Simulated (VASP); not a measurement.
# AlCo (Pm-3m) in VASP: further runs

Runs on AlCo. Level: PBEsol. Tasks: relaxation of cell and atoms.

Program: VASP 6.6.1. These are calculated values, not measurements. Logs are shortened: lines on timing, memory, paths and dates and some standing lists are left out, and cuts for length are marked.

## 1. The cell of the first run

The structure is cubic, space group Pm-3m (No. 221). The conventional cell has a = 2.823 Å, b = 2.823 Å, c = 2.823 Å, α = 90.00°, β = 90.00°, γ = 90.00°. Within 3.2 Å of Al (site symmetry m-3m) lie 8 Co at 2.45 Å and 6 Al at 2.82 Å. Co (site symmetry m-3m) has 8 Al at 2.45 Å and 6 Co at 2.82 Å within 3.2 Å.

## 2. Relaxation of cell and atoms, PBEsol, target pressure 1 GPa, at which the enthalpy is minimised

INCAR

```
SYSTEM = AlCo
  ALGO = Normal
  EDIFF = 1E-6
  EDIFFG = -0.002
  ENCUT = 600
  GGA = PS
  IBRION = 2
  ISIF = 3
  ISMEAR = -1
  LASPH = .TRUE.
  LCHARG = .FALSE.
  LREAL = .FALSE.
  LWAVE = .FALSE.
  NELM = 60
  NSW = 100
  PREC = Accurate
  PSTRESS = 10.0
  SIGMA = 0.1
```

KPOINTS

```
k-points
0
G
  16 16 16
  0 0 0
```

POSCAR

```
AlCo
1.0
    2.8234231446      0.0000000000      0.0000000000
    0.0000000000      2.8234231446      0.0000000000
    0.0000000000      0.0000000000      2.8234231446
Al Co
1 1
Direct
    0.0000000000      0.0000000000      0.0000000000
    0.5000000000      0.5000000000      0.5000000000
```

Potentials or basis: VASP PAW PBE potentials, release 64 (Al, Co).

Command:

```console
$ cat potpaw_PBE.64/Al/POTCAR potpaw_PBE.64/Co/POTCAR > POTCAR
$ mpirun -np 1 vasp_std > vasp.out
```

OUTCAR:

```text
SYSTEM = AlCo
   EDIFF = 1E-6
   EDIFFG = -0.002
   ENCUT = 600
   GGA = PS
   IBRION = 2
   ISIF = 3
   ISMEAR = -1
   LASPH = .TRUE.
   LREAL = .FALSE.
   NELM = 60
   NSW = 100
   PREC = Accurate
   PSTRESS = 10.0

 ion  position               nearest neighbor table
   1  0.000  0.000  0.000-   2 2.45   2 2.45   2 2.45   2 2.45   2 2.45   2 2.45   2 2.45   2 2.45

   2  0.500  0.500  0.500-   1 2.45   1 2.45   1 2.45   1 2.45   1 2.45   1 2.45   1 2.45   1 2.45

  LATTYP: Found a simple cubic cell.
 ALAT       =     2.8234231446

  Lattice vectors:

 A1 = (   2.8234231446,   0.0000000000,   0.0000000000)
 A2 = (   0.0000000000,   2.8234231446,   0.0000000000)
 A3 = (   0.0000000000,   0.0000000000,   2.8234231446)

Analysis of symmetry for initial positions (statically):
=====================================================================
 Subroutine PRICEL returns:
 Original cell was already a primitive cell.

 Routine SETGRP: Setting up the symmetry group for a
 simple cubic supercell.

 Subroutine GETGRP returns: Found 48 space group operations
 (whereof 48 operations were pure point group operations)
 out of a pool of 48 trial point group operations.

The static configuration has the point symmetry O_h .

Analysis of symmetry for dynamics (positions and initial velocities):
=====================================================================
 Subroutine PRICEL returns:
 Original cell was already a primitive cell.

 Routine SETGRP: Setting up the symmetry group for a
 simple cubic supercell.

 Subroutine GETGRP returns: Found 48 space group operations
 (whereof 48 operations were pure point group operations)
 out of a pool of 48 trial point group operations.

The dynamic configuration has the point symmetry O_h .

 Subroutine INISYM returns: Found 48 space group operations
 (whereof 48 operations are pure point group operations),
 and found     1 'primitive' translations

----------------------------------------------------------------------------------------

                                     Primitive cell

  volume of cell :      22.5075

  direct lattice vectors                    reciprocal lattice vectors
     2.823423145  0.000000000  0.000000000     0.354179997  0.000000000  0.000000000
     0.000000000  2.823423145  0.000000000     0.000000000  0.354179997  0.000000000
     0.000000000  0.000000000  2.823423145     0.000000000  0.000000000  0.354179997

  length of vectors
     2.823423145  2.823423145  2.823423145     0.354179997  0.354179997  0.354179997

  position of ions in fractional coordinates (direct lattice)
[... 92 lines left out ...]
   EMIN   =  10.00;   EMAX   =-10.00  energy-range for DOS
   EFERMI =   0.00;   METHOD = LEGACY
   ISMEAR =    -1;   SIGMA  =   0.10  broadening in eV -4-tet -1-fermi 0-gaus
   EFERMI_NEDOS =   21; number of points for ismear=-14 and -15
   IALGO  =     38    algorithm
   IMIX   =      4    mixing-type and parameters
     AMIX     =   0.40;   BMIX     =  1.00
     AMIX_MAG =   1.60;   BMIX_MAG =  1.00
  volume/ion in A,a.u.               =      11.25        75.94
  Fermi-wavevector in a.u.,A,eV,Ry     =   1.327474  2.508562 23.976004  1.762187
  Thomas-Fermi vector in A             =   2.456783
   LORBIT       =      0    0 simple, 1 ext, 2 COOP (PROOUT), +10 PAW based schemes
   GGA     = PS    functional components
   LHFCALC =     F    Hartree Fock is set to
   AEXX    =    0.0000 exact exchange contribution
   IVDW    =     0    specifies the selected vdW correction
   LEPSILON=     F    determine dielectric tensor
   LRPA    =     F    only Hartree local field effects (RPA)
 conjugate gradient relaxation of ions
 non-spin polarized calculation
  energy-cutoff  :      600.00
  volume of cell :       22.51
 maximum number of plane-waves:       768
 NGX is ok and might be reduce to    24
   NGX = 11   NGY = 11   NGZ = 11

--------------------------------------- Ionic step        1  -------------------------------------------

 number of electron      11.9999996 magnetization

 Free energy of the ion-electron system (eV)
  ---------------------------------------------------
  ext. energy  EPLUGINS =         0.00000000
  ---------------------------------------------------
  free energy    TOTEN  =       -13.09506036 eV

  energy without entropy =      -13.06680258  energy(sigma->0) =      -13.08093147

------------------------ aborting loop because EDIFF is reached ----------------------------------------

  FORCE on cell =-STRESS in cart. coord.  units (eV):
  Direction    XX          YY          ZZ          XY          YZ          ZX
  --------------------------------------------------------------------------------------
  -------------------------------------------------------------------------------------
  Total        0.0072726      0.0072726      0.0072726     -0.0000000     -0.0000000      0.0000000
  in kB        0.5176966      0.5176966      0.5176966     -0.0000000     -0.0000000      0.0000000
  external PRESSURE =      -9.4823034 kB  Pullay stress =      10.0000000 kB
[... 63 lines left out ...]
--------------------------------------- Ionic step        3  -------------------------------------------

 number of electron      11.9999996 magnetization

 Free energy of the ion-electron system (eV)
  ---------------------------------------------------
  ext. energy  EPLUGINS =         0.00000000
  ---------------------------------------------------
  free energy    TOTEN  =       -13.09469749 eV

  energy without entropy =      -13.06670129  energy(sigma->0) =      -13.08069939

 E-fermi :  10.8459     XC(G=0): -12.5470

 val. band max:       10.8271863882   @ k =   0.5000   0.3750   0.0000
 cond. band min:      10.8483272593   @ k =   0.4375   0.3750   0.3750
 fundamental gap:      0.0211408711
 Fermi energy:        10.8459284698

 k-point     1 :       0.0000    0.0000    0.0000
  band No.  band energies     occupation
      1      -0.3991      2.00000
      2       7.7606      2.00000
      3       7.7606      2.00000
      4      10.0385      1.99938
      5      10.0385      1.99938
      6      10.0385      1.99938
      7      17.0252      0.00000
      8      17.0252      0.00000
      9      17.0252      0.00000
     10      19.7851      0.00000
[... 287 lines left out ...]
 k-point    24 :       0.5000    0.1250    0.0000
  band No.  band energies     occupation
      1       4.1798      2.00000
      2       4.3917      2.00000
      3       8.4507      2.00000
      4       9.0096      2.00000
      5       9.1515      2.00000
      6      10.0223      1.99947
      7      11.0647      0.20165
      8      18.3969      0.00000
      9      19.6349      0.00000
     10      22.1572      0.00000

 [... further k-points ...]
[... 5 lines left out ...]
  --------------------------------------------------------------------------------------
  -------------------------------------------------------------------------------------
  Total        0.1404648      0.1404648      0.1404648      0.0000000      0.0000000     -0.0000000
  in kB       10.0485656     10.0485656     10.0485656      0.0000000      0.0000000     -0.0000000
  external PRESSURE =       0.0485656 kB  Pullay stress =      10.0000000 kB
[... 21 lines left out ...]
  energy  without entropy=      -13.0667012913  energy(sigma->0) =      -13.08069939

  enthalpy is  TOTEN    =       -12.9549115498 eV   P V=        0.1397859388

 reached required accuracy - stopping structural energy minimisation
```

CONTCAR:

```text
AlCo
   1.00000000000000
     2.8187595024794496    0.0000000000000000    0.0000000000000000
    -0.0000000000000000    2.8187595024794496    0.0000000000000000
    -0.0000000000000000   -0.0000000000000000    2.8187595024794496
  Al              Co
     1     1
Direct
     0.0000000000000000    0.0000000000000000    0.0000000000000000
     0.5000000000000000    0.5000000000000000    0.5000000000000000

  0.00000000E+00  0.00000000E+00  0.00000000E+00
  0.00000000E+00  0.00000000E+00  0.00000000E+00
```

It took 1.9 min on 1 thread of AMD EPYC 7R13, shared host; peak memory 0.16 GiB.

What came out:

```yaml
Free_energy: -13.0947 eV
Relaxed_volume: 11.20 Å³/atom
Relaxed_cell: a = 2.819 Å, b = 2.819 Å, c = 2.819 Å, α = 90.00°, β = 90.00°, γ = 90.00°
Space_group_after_relaxing_to_0.05_Å: Pm-3m (No. 221)
Energy_change_on_relaxing_the_enthalpy_is_what_falls: +0.2 meV/atom
Ionic_steps: 3
Pressure_after_relaxing: 1.0 GPa
Band_gap_on_the_k_mesh: zero (band 6 reaches 13.26 eV, above the bottom of band 7 at 10.63 eV)
```

The path:
```
step  energy change (eV)  largest force (eV/Å)  pressure (GPa)  volume (Å³)
   1              0.0000                0.0000            0.05        22.51
   2              0.0013                0.0000            1.96        22.29
   3              0.0004                0.0000            1.00        22.40
```

Final structure:
```cif
data_structure
_symmetry_space_group_name_H-M 'P 1'
_symmetry_Int_Tables_number 1
_cell_length_a 2.8188
_cell_length_b 2.8188
_cell_length_c 2.8188
_cell_angle_alpha 90.000
_cell_angle_beta 90.000
_cell_angle_gamma 90.000
_cell_volume 22.40
loop_
_atom_site_label
_atom_site_type_symbol
_atom_site_fract_x
_atom_site_fract_y
_atom_site_fract_z
_atom_site_occupancy
Al1 Al 0.00000 0.00000 0.00000 1
Co1 Co 0.50000 0.50000 0.50000 1
```

Caveat: the cell is relaxed towards a set pressure, so the enthalpy falls and the energy may rise; the PAW data sets were made with another functional, which shifts forces and pressure a little. Spin polarisation is off, so any magnetic state and its effect on volume and gap are missing.

## 3. Relaxation of cell and atoms, PBEsol, target pressure 2 GPa, at which the enthalpy is minimised

INCAR

```
PREC = Accurate ; ENCUT = 600
EDIFF = 1E-6 ; ISMEAR = -1
SIGMA = 0.1 ; LREAL = False
LASPH = True ; NELM = 80
ALGO = Normal ; ISIF = 3
LWAVE = False ; LCHARG = False
GGA = PS ; IBRION = 2
NSW = 100 ; EDIFFG = -0.002
PSTRESS = 20.0
```

KPOINTS

```
Automatic mesh
0
Gamma
  16 16 16
```

POSCAR is that of step 2.

Potentials or basis: VASP PAW PBE potentials, release 64 (Al, Co).

Command:

```console
$ cat potpaw_PBE.64/Al/POTCAR potpaw_PBE.64/Co/POTCAR > POTCAR
$ mpirun -np 1 vasp_std > vasp.out
```

Wall time 2.3 min (1 thread of AMD EPYC 7R13, shared host); peak memory 0.16 GiB.

The run converged. Its results:

```
Free energy                                            : -13.0936 eV
Relaxed volume                                         : 11.14 Å³/atom
Relaxed cell                                           : a = 2.814 Å, b = 2.814 Å, c = 2.814 Å, α = 90.00°, β = 90.00°, γ = 90.00°
Space group after relaxing (to 0.05 Å)                 : Pm-3m (No. 221)
Energy change on relaxing (the enthalpy is what falls) : +0.7 meV/atom
Ionic steps                                            : 3
Pressure after relaxing                                : 2.0 GPa
Band gap on the k mesh                                 : zero (band 6 reaches 13.33 eV, above the bottom of band 7 at 10.70 eV)
```

The path:
```csv
step,energy change (eV),largest force (eV/Å),pressure (GPa),volume (Å³)
1,0.0000,0.0000,0.05,22.51
2,0.0055,0.0000,4.08,22.06
3,0.0014,0.0000,1.99,22.28
```

Final structure:
```yaml
crystal:
  lattice:
    - [2.81404, 0.00000, 0.00000]
    - [0.00000, 2.81404, 0.00000]
    - [0.00000, 0.00000, 2.81404]
  atoms:
    - { symbol: Al, position: [0.00000, 0.00000, 0.00000] }
    - { symbol: Co, position: [0.50000, 0.50000, 0.50000] }
```

Levels at points of the mesh, in eV from the Fermi level:
```csv
k point,band 2,band 3,band 4,band 5,band 6,band 7,band 8,band 9,band 10
"(0.00, 0.00, 0.00)",-3.11,-3.11,-0.81,-0.81,-0.81,6.20,6.20,6.20,8.96
"(0.50, 0.00, 0.00)",-6.78,-2.49,-1.74,-1.74,-0.69,0.23,8.51,10.84,10.84
"(0.50, 0.50, 0.00)",-3.19,-2.70,-2.70,-1.53,-1.53,-0.22,2.56,3.78,13.25
"(0.50, 0.50, 0.50)",-4.06,-4.06,-0.18,-0.18,2.41,2.41,2.41,4.55,5.63
```

Caveat: the cell is relaxed towards a set pressure, so the enthalpy falls and the energy may rise; the PAW data sets were made with another functional, which shifts forces and pressure a little. Spin polarisation is off, so any magnetic state and its effect on volume and gap are missing.

## 4. Relaxation of cell and atoms, PBEsol, target pressure 4 GPa, at which the enthalpy is minimised

INCAR

```
SYSTEM = AlCo
PREC = Accurate
ENCUT = 600
EDIFF = 1E-7
ISMEAR = -1
SIGMA = 0.1
LREAL = .False.
LASPH = .True.
NELM = 100
ALGO = Normal
ISIF = 3
LWAVE = .False.
LCHARG = .False.
GGA = PS
IBRION = 2
NSW = 100
EDIFFG = -0.002
PSTRESS = 40.0
```

KPOINTS

```
regular mesh
0
Gamma
  16 16 16
  0 0 0
```

POSCAR is that of step 3.

Command:

```console
$ cat potpaw_PBE.64/Al/POTCAR potpaw_PBE.64/Co/POTCAR > POTCAR
$ mpirun -np 1 vasp_std > vasp.out
```

It took 2.7 min on 1 thread of AMD EPYC 7R13, shared host; peak memory 0.16 GiB.

It converged, with:

* Free energy: -13.0896 eV
* Relaxed volume: 11.03 Å³/atom
* Relaxed cell: a = 2.805 Å, b = 2.805 Å, c = 2.805 Å, α = 90.00°, β = 90.00°, γ = 90.00°
* Space group after relaxing (to 0.05 Å): Pm-3m (No. 221)
* Energy change on relaxing (the enthalpy is what falls): +2.7 meV/atom
* Ionic steps: 3
* Pressure after relaxing: 4.0 GPa
* Band gap on the k mesh: zero (band 6 reaches 13.46 eV, above the bottom of band 7 at 10.83 eV)

Step by step:
| step | energy change (eV) | largest force (eV/Å) | pressure (GPa) | volume (Å³) |
| --- | --- | --- | --- | --- |
| 1 | 0.0000 | 0.0000 | 0.05 | 22.51 |
| 2 | 0.0230 | 0.0000 | 8.55 | 21.62 |
| 3 | 0.0054 | 0.0000 | 4.00 | 22.07 |

Final structure:
```yaml
crystal:
  lattice:
    - [2.80501, 0.00000, 0.00000]
    - [0.00000, 2.80501, 0.00000]
    - [0.00000, 0.00000, 2.80501]
  atoms:
    - { symbol: Al, position: [0.00000, 0.00000, 0.00000] }
    - { symbol: Co, position: [0.50000, 0.50000, 0.50000] }
```

Levels at points of the mesh, in eV from the Fermi level:
```
           k point  band 4  band 5  band 6  band 7  band 8  band 9
(0.00, 0.00, 0.00)   -0.83   -0.83   -0.83    6.25    6.25    6.25
(0.50, 0.00, 0.00)   -1.76   -1.76   -0.71    0.24    8.52   10.90
(0.50, 0.50, 0.00)   -2.72   -1.55   -1.55   -0.22    2.59    3.84
(0.50, 0.50, 0.50)   -0.18   -0.18    2.41    2.41    2.41    4.64
```

Caveat: the cell is relaxed towards a set pressure, so the enthalpy falls and the energy may rise; the PAW data sets were made with another functional, which shifts forces and pressure a little. Spin polarisation is off, so any magnetic state and its effect on volume and gap are missing.

## 5. Relaxation of cell and atoms, PBEsol, target pressure 7 GPa, at which the enthalpy is minimised

INCAR

```
PREC = Accurate ; ENCUT = 600
EDIFF = 1E-6 ; ISMEAR = -1
SIGMA = 0.1 ; LREAL = False
LASPH = True ; NELM = 60
ALGO = Normal ; ISIF = 3
LWAVE = False ; LCHARG = False
GGA = PS ; IBRION = 2
NSW = 100 ; EDIFFG = -0.002
PSTRESS = 70.0
```

KPOINTS

```
regular mesh
0
Gamma
  16 16 16
```

POSCAR is that of step 4.

Command:

```console
$ cat potpaw_PBE.64/Al/POTCAR potpaw_PBE.64/Co/POTCAR > POTCAR
$ mpirun -np 1 vasp_std > vasp.out
```

Run time: 2.6 min. Hardware: 1 thread of AMD EPYC 7R13, shared host; peak memory 0.16 GiB.

It converged, with:

```yaml
Free_energy: -13.0794 eV
Relaxed_volume: 10.88 Å³/atom
Relaxed_cell: a = 2.792 Å, b = 2.792 Å, c = 2.792 Å, α = 90.00°, β = 90.00°, γ = 90.00°
Space_group_after_relaxing_to_0.05_Å: Pm-3m (No. 221)
Energy_change_on_relaxing_the_enthalpy_is_what_falls: +7.8 meV/atom
Ionic_steps: 3
Pressure_after_relaxing: 7.0 GPa
Band_gap_on_the_k_mesh: zero (band 6 reaches 13.66 eV, above the bottom of band 7 at 11.02 eV)
```

Step by step:
```tsv
step	energy change (eV)	largest force (eV/Å)	pressure (GPa)	volume (Å³)
1	0.0000	0.0000	0.05	22.51
2	0.0735	0.0000	16.17	20.95
3	0.0157	0.0000	6.98	21.77
```

Final structure:
```xyz
2
Lattice="2.7922 0.0000 0.0000 0.0000 2.7922 0.0000 0.0000 0.0000 2.7922" Properties=species:S:1:pos:R:3 pbc="T T T"
Al    0.0000    0.0000    0.0000
Co    1.3961    1.3961    1.3961
```

Levels at points of the mesh, in eV from the Fermi level:
| k point | band 4 | band 5 | band 6 | band 7 | band 8 | band 9 |
| --- | --- | --- | --- | --- | --- | --- |
| (0.00, 0.00, 0.00) | -0.85 | -0.85 | -0.85 | 6.32 | 6.32 | 6.32 |
| (0.50, 0.00, 0.00) | -1.80 | -1.80 | -0.72 | 0.24 | 8.54 | 10.98 |
| (0.50, 0.50, 0.00) | -2.75 | -1.59 | -1.59 | -0.23 | 2.63 | 3.92 |
| (0.50, 0.50, 0.50) | -0.19 | -0.19 | 2.41 | 2.41 | 2.41 | 4.77 |

Caveat: the cell is relaxed towards a set pressure, so the enthalpy falls and the energy may rise; the PAW data sets were made with another functional, which shifts forces and pressure a little.

## 6. Summary

```csv
cell,gap on the mesh (eV),pressure (GPa)
relaxed to 1 GPa,none,1.0
relaxed to 2 GPa,none,2.0
relaxed to 4 GPa,none,4.0
relaxed to 7 GPa,none,7.0
```

Alike in all rows: task relaxation of cell and atoms; level PBEsol; potentials or basis VASP PAW PBE potentials, release 64 (Al, Co); no spin polarisation; k mesh 16 × 16 × 16; cutoff (eV) 600; smearing fermi-dirac 0.1 eV.

Caveats: the cell is relaxed towards a set pressure, so the enthalpy falls and the energy may rise; the PAW data sets were made with another functional, which shifts forces and pressure a little.

Absolute energies hang on the potentials; compare differences alone.
